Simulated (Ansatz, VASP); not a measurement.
Two plane-wave programs on AlAs

The input INCAR:

```
SYSTEM = AlAs
  PREC = Accurate
  ENCUT = 500
  EDIFF = 1E-6
  ISMEAR = 0
  SIGMA = 0.01
  LREAL = .FALSE.
  LASPH = .TRUE.
  NELM = 120
  ALGO = Normal
  ISIF = 2
  LWAVE = .FALSE.
  LCHARG = .FALSE.
  GGA = PE
  NBANDS = 11
  GGA_COMPAT = .FALSE.
```

KPOINTS

```
Automatic mesh
0
G
  6 6 6
  0 0 0
```

POSCAR

```
AlAs
1.0
    0.0000000000      2.8352245204      2.8352245204
    2.8352245204      0.0000000000      2.8352245204
    2.8352245204      2.8352245204      0.0000000000
Al As
1 1
Direct
    0.0000000000      0.0000000000      0.0000000000
    0.2500000000      0.2500000000      0.2500000000
```

Input for Ansatz:

```yaml
crystal:
  lattice:
    - [0.0, 2.8352245204, 2.8352245204]
    - [2.8352245204, 0.0, 2.8352245204]
    - [2.8352245204, 2.8352245204, 0.0]
  atoms:
    - { symbol: Al, position: [0.0, 0.0, 0.0] }
    - { symbol: As, position: [0.25, 0.25, 0.25] }
kpoints:
  mp_grid: { grid: [6, 6, 6] }
hamiltonian:
  xc: pbe
scf:
  occupations: { method: fixed }
  n_extra_bands: 4
output:
  forces: true
  stress: true
  eigenvalues: true
```

Alike in both runs: task single point; functional PBE; k mesh 6 × 6 × 6; no spin polarisation.

```csv
,VASP,Ansatz
version,VASP 6.6.1,Ansatz 0.2.0
potentials or method,"VASP PAW PBE potentials, release 64 (Al, As)","plane waves, PAW"
plane-wave cutoff (eV),500,420
occupations,"gaussian, width 0.01 eV",fixed
valence electrons in the cell,8,18
```

Ansatz gave:

| Quantity | Value |
| --- | --- |
| gap on the k mesh at the Fermi level (eV) | 1.45 |
| pressure (GPa) | 2.2 |

Task: What did VASP give for the same quantities?

Result: gap on the k mesh at the Fermi level (eV): 1.44; pressure (GPa): 2.4.

VASP's potentials hold 8 valence electrons a cell and Ansatz's 18, so a difference there can come from the potentials and not from the codes.
